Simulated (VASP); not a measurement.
Runs of VASP 6.6.1 on Si. The structure is that of space group Fd-3m (No. 227), or close to it. The cells are those of the table. 

```tsv
task	cell	k mesh	smearing	gap on the mesh (eV)	pressure (GPa)	relaxed volume (Å³/atom)
single point	a = 3.849 Å, angles 60.0°, 2 atoms	6 × 6 × 6	gaussian 0.1 eV	(b)	-2.0	-
relaxation of cell and atoms	relaxed from a = 3.820 Å, angles 60.0°, 2 atoms	12 × 12 × 12	gaussian 0.02 eV	0.44	0.0	19.71
single point	a = 3.820 Å, angles 60.0°, 2 atoms	8 × 8 × 8	gaussian 0.02 eV	0.49	0.1	-
relaxation of cell and atoms	relaxed from a = 3.849 Å, angles 60.0°, 2 atoms	8 × 8 × 8	gaussian 0.02 eV	0.49	0.0	(a)
```

Alike in all rows: level LDA; potentials or basis VASP PAW LDA potentials, release 64 (Si); no spin polarisation; cutoff (eV) 500.

Q: Estimate the missing entries.

A: (a) 19.72; (b) 0.61.

A k mesh can miss the band edges.
